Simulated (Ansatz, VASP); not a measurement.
**As in VASP and in Ansatz**

```
CELL_PARAMETERS angstrom
0.00000 2.13050 2.13050
2.13050 0.00000 2.13050
2.13050 2.13050 0.00000
ATOMIC_POSITIONS crystal
As 0.00000 0.00000 0.00000
```

Alike in both runs: task single point; functional PBE; k mesh 21 × 21 × 21; occupations fermi-dirac, width 0.1 eV; no spin polarisation.

|  | VASP | Ansatz |
| --- | --- | --- |
| version | VASP 6.6.1 | Ansatz 0.2.0 |
| potentials or method | VASP PAW PBE potentials, release 64 (As), cutoff 520 eV | plane waves (420 eV) with PAW, scalar-relativistic |
| valence electrons in the cell | 5 | 15 |

Ansatz gave:

- pressure (GPa): -0.1

Question: Which values does VASP return?

Answer: Pressure (GPa): 0.0.

VASP's potentials hold 5 valence electrons a cell and Ansatz's 15, so a difference there can come from the potentials and not from the codes.
